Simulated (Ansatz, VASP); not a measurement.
## One calculation of MgS, two programs

File INCAR:

```
ALGO = Normal ; EDIFF = 1E-8
ENCUT = 520 ; ISIF = 2
ISMEAR = -1 ; LASPH = True
LCHARG = False ; LEFG = True
LREAL = False ; LWAVE = False
NBANDS = 11 ; NELM = 100
PREC = Accurate ; SIGMA = 0.01
```

The input KPOINTS:

```
k-points
0
Gamma
  8 8 8
```

The input POSCAR:

```
MgS
1.0
    0.0000000000      2.6016500000      2.6276665000
    2.6016500000      0.0000000000      2.6276665000
    2.6016500000      2.6016500000      0.0000000000
Mg S
1 1
Direct
    0.0000000000      0.0000000000      0.0000000000
    0.5000000000      0.5000000000      0.5000000000
```

Input for Ansatz:

```yaml
crystal:
  lattice:
    - [0.0, 2.60165, 2.6276665]
    - [2.60165, 0.0, 2.6276665]
    - [2.60165, 2.60165, 0.0]
  atoms:
    - { symbol: Mg, position: [0.0, 0.0, 0.0] }
    - { symbol: S, position: [0.5, 0.5, 0.5] }
kpoints:
  mp_grid: { grid: [8, 8, 8] }
scf:
  occupations: { method: fermi_dirac, width: 0.01 }
hamiltonian:
  xc: lda
  pseudopotentials: { kind: paw }
output:
  forces: true
  stress: true
  eigenvalues: true
  efg: { contact_densities: true }
```

Change from the starting cell: zz strain of +1 %, PAW files.

Alike in both runs: task electric field gradients; functional LDA; k mesh 8 × 8 × 8; occupations fermi-dirac, width 0.01 eV; no spin polarisation.

|  | VASP | Ansatz |
| --- | --- | --- |
| version | VASP 6.6.1 | Ansatz 0.2.0 |
| potentials or method | VASP PAW LDA potentials, release 64 (Mg, S) | PAW with Ansatz's default frozen-core files, scalar-relativistic |
| plane-wave cutoff (eV) | 520 | 420 |
| valence electrons in the cell | 8 | 16 |

|  | VASP | Ansatz | Ansatz less VASP |
| --- | --- | --- | --- |
| gap on the k mesh at the Fermi level (eV) | 2.49 | 2.49 | +0.003 |
| pressure (GPa) | -4.5 | -3.9 | +0.56 |
| traceless stress, the component that is largest in VASP (GPa) | -0.58 | -0.58 | -0.001 |
| size of Vzz on the site where it differs most (V/Å²) | 0.7 | 0.5 | -0.15 |

LDA's correlation is that of Perdew and Zunger in VASP and of Perdew and Wang (1992) in Ansatz. VASP's potentials hold 8 valence electrons a cell and Ansatz's 16, so a difference there can come from the potentials and not from the codes.
